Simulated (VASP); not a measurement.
# WC (Qusongite) (P-6m2) in VASP: electric field gradients with PBEsol

Aim: the electric field gradients of WC (Qusongite) with PBEsol.

Everything below comes from runs of VASP 6.6.1. Logs are shortened: lines on timing, memory, paths and dates and some standing lists are left out, and cuts for length are marked.

## 1. The cell of the first run

The structure is hexagonal, space group P-6m2 (No. 187). The conventional cell has a = 2.907 Å, b = 2.907 Å, c = 2.837 Å, α = 90.00°, β = 90.00°, γ = 120.00°. W (site symmetry -6m2) has 6 C at 2.20 Å and 2 W at 2.84 Å within 2.9 Å. Within 2.9 Å of C (site symmetry -6m2) lie 6 W at 2.20 Å and 2 C at 2.84 Å.

## 2. Electric field gradients, PBEsol

INCAR

```
SYSTEM = WC
PREC = Accurate
ENCUT = 520
EDIFF = 1E-8
ISMEAR = -1
SIGMA = 0.05
LREAL = .FALSE.
LASPH = .TRUE.
NELM = 60
ALGO = Normal
ISIF = 2
LWAVE = .FALSE.
LCHARG = .FALSE.
GGA = PS
LEFG = .TRUE.
NBANDS = 46
```

KPOINTS

```
Automatic mesh
0
G
  4 4 3
  0 0 0
```

POSCAR

```
WC
1.0
   -1.4532500000      2.5171028361      2.8366000000
    2.9065000000      0.0000000000      2.8366000000
    2.9065000000      5.0342056722      0.0000000000
W C
4 4
Direct
    0.0000000000      0.0000000000      0.0000000000
    0.0000000000      0.0000000000      0.5000000000
    0.5000000000      0.5000000000      0.2500000000
    0.5000000000      0.5000000000      0.7500000000
    0.0833333333      0.4166666667      0.1250000000
    0.0833333333      0.4166666667      0.6250000000
    0.5833333333      0.9166666667      0.3750000000
    0.5833333333      0.9166666667      0.8750000000
```

Potentials or basis: VASP PAW PBE potentials, release 64 (W_sv, C).

Run with:

```
> cat potpaw_PBE.64/W_sv/POTCAR potpaw_PBE.64/C/POTCAR > POTCAR
> mpirun -np 1 vasp_std > vasp.out
```

OUTCAR:

```text
SYSTEM = WC
   PREC = Accurate
   ENCUT = 520
   EDIFF = 1E-8
   ISMEAR = -1
   LREAL = .FALSE.
   LASPH = .TRUE.
   NELM = 60
   ISIF = 2
   GGA = PS

 ion  position               nearest neighbor table
   1  0.000  0.000  0.000-   8 2.20   5 2.20   7 2.20   5 2.20   8 2.20   6 2.20   4 2.84   3 2.84
                             3 2.91   4 2.91   2 2.91   3 2.91   4 2.91   2 2.91
   2  0.000  0.000  0.500-   7 2.20   6 2.20   8 2.20   6 2.20   7 2.20   5 2.20   3 2.84   4 2.84
                             4 2.91   3 2.91   1 2.91   3 2.91   1 2.91   4 2.91
   3  0.500  0.500  0.250-   5 2.20   7 2.20   7 2.20   6 2.20   5 2.20   8 2.20   1 2.84   2 2.84
                             2 2.91   1 2.91   4 2.91   1 2.91   4 2.91   2 2.91
   4  0.500  0.500  0.750-   6 2.20   8 2.20   8 2.20   5 2.20   6 2.20   7 2.20   2 2.84   1 2.84
                             1 2.91   2 2.91   3 2.91   1 2.91   2 2.91   3 2.91
   5  0.083  0.417  0.125-   1 2.20   3 2.20   4 2.20   1 2.20   3 2.20   2 2.20
   6  0.083  0.417  0.625-   2 2.20   4 2.20   3 2.20   2 2.20   4 2.20   1 2.20
   7  0.583  0.917  0.375-   3 2.20   2 2.20   3 2.20   1 2.20   2 2.20   4 2.20
   8  0.583  0.917  0.875-   4 2.20   1 2.20   4 2.20   2 2.20   1 2.20   3 2.20

  LATTYP: Found a base centered monoclinic cell.
 ALAT       =     6.3743972648
 B/A-ratio  =     0.7897539898
 C/A-ratio  =     0.9119293572
 COS(beta)  =    -0.4559646786

  Lattice vectors:

 A1 = (   1.4532500000,  -2.5171028361,  -2.8366000000)
 A2 = (  -2.9065000000,   0.0000000000,  -2.8366000000)
 A3 = (   2.9065000000,   5.0342056722,   0.0000000000)

Analysis of symmetry for initial positions (statically):
=====================================================================
 Subroutine PRICEL returns following result:

  LATTYP: Found a hexagonal cell.
 ALAT       =     2.9065000000
 C/A-ratio  =     0.9759504559

  Lattice vectors:

 A1 = (   1.4532500000,   2.5171028361,   0.0000000000)
 A2 = (  -2.9065000000,   0.0000000000,   0.0000000000)
 A3 = (   0.0000000000,   0.0000000000,   2.8366000000)

   4 primitive cells build up your supercell.

 Routine SETGRP: Setting up the symmetry group for a
 base centered monoclinic supercell.

 Subroutine GETGRP returns: Found  2 space group operations
 (whereof  2 operations were pure point group operations)
 out of a pool of  4 trial point group operations.

The static configuration has the point symmetry C_2 .

Analysis of symmetry for dynamics (positions and initial velocities):
=====================================================================
 Subroutine PRICEL returns following result:

  LATTYP: Found a hexagonal cell.
 ALAT       =     2.9065000000
 C/A-ratio  =     0.9759504559

  Lattice vectors:

 A1 = (   1.4532500000,   2.5171028361,   0.0000000000)
 A2 = (  -2.9065000000,   0.0000000000,   0.0000000000)
 A3 = (   0.0000000000,   0.0000000000,   2.8366000000)

   4 primitive cells build up your supercell.

 Routine SETGRP: Setting up the symmetry group for a
 base centered monoclinic supercell.

 Subroutine GETGRP returns: Found  2 space group operations
 (whereof  2 operations were pure point group operations)
 out of a pool of  4 trial point group operations.

The dynamic configuration has the point symmetry C_2 .

 Subroutine INISYM returns: Found  2 space group operations
 (whereof  2 operations are pure point group operations),
 and found     4 'primitive' translations

----------------------------------------------------------------------------------------

                                     Primitive cell

  volume of cell :      20.7525

  direct lattice vectors                    reciprocal lattice vectors
     1.453250000  2.517102836  0.000000000     0.000000000  0.397282139  0.000000000
    -2.906500000  0.000000000  0.000000000    -0.344056425  0.198641070  0.000000000
[... 80 lines left out ...]
   NSW    =      0    number of steps for IOM
   IBRION =     -1    ionic relax: 0-MD 1-quasi-New 2-CG
   NFREE  =      0    steps in history (QN), initial steepest desc. (CG)
   ISIF   =      2    stress and relaxation
   ISYM   =      2    0-nonsym 1-usesym 2-fastsym
   POTIM  = 0.5000    time-step for ionic-motion
   TEBEG  =    0.0;   TEEND  =   0.0 temperature during run
   PSTRESS=    0.0 pullay stress
   NELECT =      72.0000    total number of electrons
   NUPDOWN=      -1.0000    fix difference up-down
   EMIN   =  10.00;   EMAX   =-10.00  energy-range for DOS
   EFERMI =   0.00;   METHOD = LEGACY
   ISMEAR =    -1;   SIGMA  =   0.05  broadening in eV -4-tet -1-fermi 0-gaus
   EFERMI_NEDOS =   21; number of points for ismear=-14 and -15
   IALGO  =     38    algorithm
   IMIX   =      4    mixing-type and parameters
     AMIX     =   0.40;   BMIX     =  1.00
     AMIX_MAG =   1.60;   BMIX_MAG =  1.00
  volume/ion in A,a.u.               =      10.38        70.02
  Fermi-wavevector in a.u.,A,eV,Ry     =   1.561262  2.950358 33.164744  2.437540
  Thomas-Fermi vector in A             =   2.664353
   LORBIT       =      0    0 simple, 1 ext, 2 COOP (PROOUT), +10 PAW based schemes
   GGA     = PS    functional components
   LHFCALC =     F    Hartree Fock is set to
   AEXX    =    0.0000 exact exchange contribution
   IVDW    =     0    specifies the selected vdW correction
   LEPSILON=     F    determine dielectric tensor
   LRPA    =     F    only Hartree local field effects (RPA)
 non-spin polarized calculation
  energy-cutoff  :      520.00
  volume of cell :       83.01
 maximum number of plane-waves:      2255
   NGX = 15   NGY = 15   NGZ = 21

 number of electron      71.9999995 magnetization

 Free energy of the ion-electron system (eV)
  ---------------------------------------------------
  ext. energy  EPLUGINS =         0.00000000
  ---------------------------------------------------
  free energy    TOTEN  =       -95.62775419 eV

  energy without entropy =      -95.61804686  energy(sigma->0) =      -95.62290053

 E-fermi :  11.0138     XC(G=0): -13.9270

 val. band max:       10.9153504950   @ k =   0.5000   0.2500  -0.0000
 cond. band min:      11.0351324181   @ k =   0.5000   0.5000   0.3333
 fundamental gap:      0.1197819230
 Fermi energy:        11.0138290676

 k-point     1 :       0.0000    0.0000    0.0000
  band No.  band energies     occupation
      1     -62.9915      2.00000
      2     -62.9128      2.00000
      3     -62.9128      2.00000
      4     -62.8930      2.00000
      5     -27.5778      2.00000
      6     -27.5602      2.00000
[... 822 lines left out ...]
     45      16.1644      0.00000
     46      16.2432      0.00000

------------------------ aborting loop because EDIFF is reached ----------------------------------------

  FORCE on cell =-STRESS in cart. coord.  units (eV):
  Direction    XX          YY          ZZ          XY          YZ          ZX
  --------------------------------------------------------------------------------------
  -------------------------------------------------------------------------------------
  Total       -1.2603570     -0.6685613     -2.0500483      0.5125102     -0.0380122     -0.0219463
  in kB      -24.3262289    -12.9039424    -39.5681102      9.8919902     -0.7336757     -0.4235874
  external PRESSURE =     -25.5994272 kB  Pullay stress =       0.0000000 kB

 VOLUME and BASIS-vectors are now :
 -----------------------------------------------------------------------------
  energy-cutoff  :      520.00
  volume of cell :       83.01
      direct lattice vectors                 reciprocal lattice vectors
    -1.453250000  2.517102836  2.836600000    -0.172028213  0.099320535  0.176267362
     2.906500000  0.000000000  2.836600000     0.172028213 -0.099320535  0.176267362
     2.906500000  5.034205672  0.000000000     0.086014106  0.148980802 -0.088133681

 POSITION                                       TOTAL-FORCE (eV/Angst)
 -----------------------------------------------------------------------------------
      0.00000      0.00000      0.00000         0.019233     -0.011104      0.000000
      1.45325      2.51710      0.00000         0.019233     -0.011104      0.000000
      1.45325      2.51710      2.83660         0.019233     -0.011104      0.000000
      2.90650      5.03421      2.83660         0.019233     -0.011104      0.000000
      1.45325      0.83903      1.41830        -0.019233      0.011104      0.000000
      2.90650      3.35614      1.41830        -0.019233      0.011104      0.000000
      2.90650      3.35614      4.25490        -0.019233      0.011104      0.000000
      4.35975      5.87324      4.25490        -0.019233      0.011104      0.000000
 -----------------------------------------------------------------------------------
    total drift:                               -0.000086      0.000050      0.000000

  FREE ENERGIE OF THE ION-ELECTRON SYSTEM (eV)
  ---------------------------------------------------
  free  energy   TOTEN  =       -95.6277541897 eV

  energy  without entropy=      -95.6180468607  energy(sigma->0) =      -95.62290053

 Electric field gradients (V/A^2)
---------------------------------------------------------------------
 ion       V_xx      V_yy      V_zz      V_xy      V_xz      V_yz
---------------------------------------------------------------------
   1      72.965    71.613  -144.579    -1.171    -0.112    -0.193
   2      72.965    71.613  -144.579    -1.171    -0.112    -0.193
   3      72.965    71.613  -144.579    -1.171    -0.112    -0.193
   4      72.965    71.613  -144.579    -1.171    -0.112    -0.193
   5      -0.858    -0.790     1.648     0.059    -0.015    -0.027
   6      -0.858    -0.790     1.648     0.059    -0.015    -0.027
   7      -0.858    -0.790     1.648     0.059    -0.015    -0.027
   8      -0.858    -0.790     1.648     0.059    -0.015    -0.027
---------------------------------------------------------------------

 Electric field gradients after diagonalization (V/A^2)
 (convention: |V_zz| > |V_xx| > |V_yy|)
----------------------------------------------------------------------
 ion       V_xx      V_yy      V_zz     asymmetry (V_yy - V_xx)/ V_zz
----------------------------------------------------------------------
   1      73.641    70.938  -144.579       0.019
   2      73.641    70.938  -144.579       0.019
   3      73.641    70.938  -144.579       0.019
   4      73.641    70.938  -144.579       0.019
   5      -0.893    -0.756     1.649       0.083
   6      -0.893    -0.756     1.649       0.083
   7      -0.893    -0.756     1.649       0.083
   8      -0.893    -0.756     1.649       0.083
----------------------------------------------------------------------

           NMR quadrupolar parameters

 Cq : quadrupolar parameter    Cq=e*Q*V_zz/h
 eta: asymmetry parameters     (V_yy - V_xx)/ V_zz
 Q  : nuclear electric quadrupole moment in mb (millibarn)
----------------------------------------------------------------------
 ion       Cq(MHz)       eta       Q (mb)
----------------------------------------------------------------------
   1      -0.350       0.019       1.000
   2      -0.350       0.019       1.000
   3      -0.350       0.019       1.000
   4      -0.350       0.019       1.000
   5       0.004       0.083       1.000
   6       0.004       0.083       1.000
   7       0.004       0.083       1.000
   8       0.004       0.083       1.000
----------------------------------------------------------------------
```

Run time: 3.3 min. Hardware: 1 thread of AMD EPYC 7R13, shared host; peak memory 0.19 GiB.

What came out:

| Quantity | Value |
| --- | --- |
| Free energy | -95.6278 eV |
| Pressure | -2.6 GPa |
| Largest force | 0.022 eV/Å |
| Band gap on the k mesh | zero (band 36 reaches 11.56 eV, above the bottom of band 37 at 10.49 eV) |

Forces on the atoms (eV/Å):
```
W    0.019 -0.011  0.000
W    0.019 -0.011  0.000
W    0.019 -0.011  0.000
W    0.019 -0.011  0.000
C   -0.019  0.011  0.000
C   -0.019  0.011  0.000
C   -0.019  0.011  0.000
C   -0.019  0.011  0.000
```

Levels at points of the mesh, in eV from the Fermi level:
```csv
k point,band 33,band 34,band 35,band 36,band 37,band 38,band 39,band 40
"(0.00, 0.00, 0.00)",-1.30,-1.30,0.03,0.21,3.10,3.10,3.15,3.15
"(0.50, 0.00, 0.00)",-1.81,-1.81,-0.52,0.21,1.17,1.17,2.26,3.29
"(0.50, 0.50, 0.00)",-1.30,-1.30,-0.67,-0.67,-0.52,2.26,3.10,3.10
```

Electric field gradients, principal values (V/Å²):
| atom | least | middle | greatest (by size) |
| --- | --- | --- | --- |
| 1 W | 70.938 | 73.641 | -144.579 |
| 2 W | 70.938 | 73.641 | -144.579 |
| 3 W | 70.938 | 73.641 | -144.579 |
| 4 W | 70.938 | 73.641 | -144.579 |
| 5 C | -0.756 | -0.893 | 1.649 |
| 6 C | -0.756 | -0.893 | 1.649 |
| 7 C | -0.756 | -0.893 | 1.649 |
| 8 C | -0.756 | -0.893 | 1.649 |

Caveat: the k points lie up to 0.42 Å⁻¹ apart; without QUAD_EFG the Cq values of the log hold for a quadrupole moment of 1 mb, not for the nuclei; the PAW data sets were made with another functional, which shifts forces and pressure a little; spin-orbit coupling is left out, which moves the levels of the heavy elements.
